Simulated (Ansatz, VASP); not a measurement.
One calculation of Sr, two programs

File POSCAR:

```
Sr
1.0
    0.0000000000      3.0336031300      3.0336031300
    3.0336031300      0.0000000000      3.0336031300
    3.0336031300      3.0336031300      0.0000000000
Sr
1
Direct
    0.0000000000      0.0000000000      0.0000000000
```

The input INCAR.step1:

```
ALGO = Normal
EDIFF = 1E-4
ENCUT = 600
GGA = PE
ISMEAR = 0
LASPH = T
LCHARG = F
LREAL = F
LWAVE = T
NELM = 80
PREC = Accurate
SIGMA = 0.1
```

Contents of INCAR.step2:

```
ALGO = Normal
EDIFF = 1E-6
EDIFFG = -0.002
ENCUT = 600
IBRION = 2
ISIF = 3
ISMEAR = 0
ISTART = 1
LASPH = T
LCHARG = F
LMIXTAU = T
LREAL = F
LWAVE = F
METAGGA = R2SCAN
NELM = 80
NSW = 100
PREC = Accurate
SIGMA = 0.1
```

Contents of KPOINTS:

```
k-points
0
Gamma
  16 16 16
```

Input for Ansatz:

```yaml
crystal:
  lattice:
    - [0.0, 3.03360313, 3.03360313]
    - [3.03360313, 0.0, 3.03360313]
    - [3.03360313, 3.03360313, 0.0]
  atoms:
    - { symbol: Sr, position: [0.0, 0.0, 0.0] }
basis:
  ecutwfc: 600.0
kpoints:
  mp_grid: { grid: [16, 16, 16] }
hamiltonian:
  xc: r2scan
  pseudopotentials: { kind: paw, azcp: { folder: soft_1 } }
scf:
  occupations: { method: gaussian, width: 0.1 }
output:
  forces: true
  stress: true
  eigenvalues: true
  write_density: true
  write_potential: true
  elf: true
  volumetric_format: npy
relax:
  adjacent_minimum: "off"
  f_tol: 0.002
  max_steps: 80
  cell: { stress_tol: 0.02 }
```

Alike in both runs: task relaxation of cell and atoms; functional r2SCAN; k mesh 16 × 16 × 16; occupations gaussian, width 0.1 eV; no spin polarisation.

```csv
,VASP,Ansatz
version,VASP 6.6.1,Ansatz 0.2.0
potentials or method,"VASP PAW PBE potentials, release 64 (Sr_sv), cutoff 600 eV","scalar-relativistic, plane waves, PAW"
valence electrons in the cell,10,10
```

```csv
,VASP,Ansatz,Ansatz less VASP
"gap on the k mesh at the Fermi level, each at its own relaxed structure (eV)",none,none,-
relaxed volume (Å³/atom),56.82,56.76,-0.065
relaxed cell length with the largest relative difference (Å),4.315,4.314,-0.0016
```

VASP's potentials were made for PBE, not for r2SCAN. A gap of «none» marks a metal or a gap that the smearing closes.
